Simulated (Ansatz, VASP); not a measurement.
**One calculation of VO2, two programs**

File INCAR:

```
  PREC = Accurate
  ENCUT = 600
  EDIFF = 1E-6
  ISMEAR = -1
  SIGMA = 0.05
  LREAL = F
  LASPH = T
  NELM = 200
  ALGO = Normal
  ISIF = 2
  LWAVE = F
  LCHARG = F
  ISPIN = 2
  MAGMOM = 2 2 0 0 0 0
  LORBIT = 11
  LMAXMIX = 4
  GGA = PE
  NBANDS = 38
  GGA_COMPAT = F
```

File KPOINTS:

```
regular mesh
0
Gamma
  6 6 9
```

Contents of POSCAR:

```
VO2
1.0
    4.4769514558      0.0000000000      0.0000000000
    0.0000000000      4.4769514558      0.0000000000
    0.0000000000      0.0000000000      3.0240168340
V O
2 4
Direct
    0.5000000000      0.5000000000      0.5000000000
    0.0000000000      0.0000000000      0.0000000000
    0.2003580000      0.7996420000      0.5000000000
    0.7996420000      0.2003580000      0.5000000000
    0.7003580000      0.7003580000      0.0000000000
    0.2996420000      0.2996420000      0.0000000000
```

Contents of input.yaml:

```yaml
crystal:
  lattice:
    - [4.4769514558, 0.0, 0.0]
    - [0.0, 4.4769514558, 0.0]
    - [0.0, 0.0, 3.024016834]
  atoms:
    - { symbol: V, position: [0.5, 0.5, 0.5], spin: 2.0 }
    - { symbol: V, position: [0.0, 0.0, 0.0], spin: 2.0 }
    - { symbol: O, position: [0.200358, 0.799642, 0.5] }
    - { symbol: O, position: [0.799642, 0.200358, 0.5] }
    - { symbol: O, position: [0.700358, 0.700358, 0.0] }
    - { symbol: O, position: [0.299642, 0.299642, 0.0] }
hamiltonian:
  xc: pbe
  pseudopotentials: { kind: nc, source: spms }
magnetization:
  spin_polarized: true
kpoints:
  mp_grid: { grid: [6, 6, 9] }
scf:
  occupations: { method: fermi_dirac, width: 0.05 }
output:
  forces: true
  stress: true
  eigenvalues: true
```

Alike in both runs: task single point; functional PBE; k mesh 6 × 6 × 9; occupations fermi-dirac, width 0.05 eV; collinear spin.

|  | VASP | Ansatz |
| --- | --- | --- |
| version | VASP 6.6.1 | Ansatz 0.2.0 |
| potentials or method | VASP PAW PBE potentials, release 64 (V_sv, O) | SPMS NC |
| plane-wave cutoff (eV) | 600 | 1034 |
| valence electrons in the cell | 50 | 50 |

VASP gave:

| Quantity | Value |
| --- | --- |
| gap on the k mesh at the Fermi level (eV) | none |
| pressure (GPa) | -4.0 |
| traceless stress, the component that is largest in VASP (GPa) | -12.18 |
| rms of the force components (eV/Å) | 0.111 |
| net moment per atom (μB) | 0.33 |
| size of the moment on the site where the two differ most (μB) | 1.08 |

Problem. What did Ansatz give for the same quantities?

Solution. gap on the k mesh at the Fermi level (eV): none; pressure (GPa): -4.7; traceless stress, the component that is largest in VASP (GPa): -12.02; rms of the force components (eV/Å): 0.112; net moment per atom (μB): 0.33; size of the moment on the site where the two differ most (μB): 0.87.

Site moments also hang on the region over which each program counts them. Atom by atom the forces differ by 0.002 eV/Å (rms over components). A gap of «none» marks a metal or a gap that the smearing closes.
